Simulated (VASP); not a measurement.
Write the native input for VASP 6.6.1 that does the following.

* Task: single point
* Functional: LDA
* Potentials or basis: VASP PAW LDA potentials, release 64 (Cu)
* Cutoff: 520 eV
* k mesh: 8 × 8 × 8
* Occupations: gaussian, width 0.1 eV
* Spin: no spin polarisation
* Dipole correction: no
* Further INCAR settings: ALGO = Normal; EDIFF = 1e-07; NBANDS = 12

The structure of Cu lies in POSCAR:

```
Cu
1.0
    0.0000000000      1.8250000000      1.8250000000
    1.8250000000      0.0000000000      1.8250000000
    1.8250000000      1.8250000000      0.0000000000
Cu
1
Direct
    0.0000000000      0.0000000000      0.0000000000
```

These files were run (other wordings do the same):

INCAR

```
SYSTEM = Cu
PREC     = Accurate       ! precision mode
ENCUT    = 520            ! plane-wave cutoff, eV
EDIFF    = 1E-7           ! SCF threshold, eV
ISMEAR   = 0              ! smearing method
SIGMA    = 0.1            ! smearing width, eV
LREAL    = .False.        ! projectors in reciprocal space
LASPH    = .True.         ! aspherical terms in the spheres
NELM     = 60             ! most SCF steps
ALGO     = Normal         ! electronic algorithm
ISIF     = 2              ! what is computed and relaxed
LWAVE    = .False.        ! write WAVECAR
LCHARG   = .True.         ! write CHGCAR
GGA      = CA             ! functional
LELF     = .True.         ! ELF
LVHAR    = .True.       
NBANDS   = 12             ! bands
```

KPOINTS

```
regular mesh
0
Gamma
  8 8 8
  0 0 0
```

Potentials or basis: VASP PAW LDA potentials, release 64 (Cu).

Launch:

```console
$ cat potpaw_LDA.64/Cu/POTCAR > POTCAR
$ mpirun -np 1 vasp_std > vasp.out
```

It gave:

```yaml
Pressure: -14.2 GPa
```

Caveat: the k points lie up to 0.37 Å⁻¹ apart.

It took 5.4 s on 1 thread of Intel(R) Xeon(R) Platinum 8175M CPU @ 2.50GHz (Skylake/Cascade Lake), with other jobs on the host, peak memory 0.11 GiB.
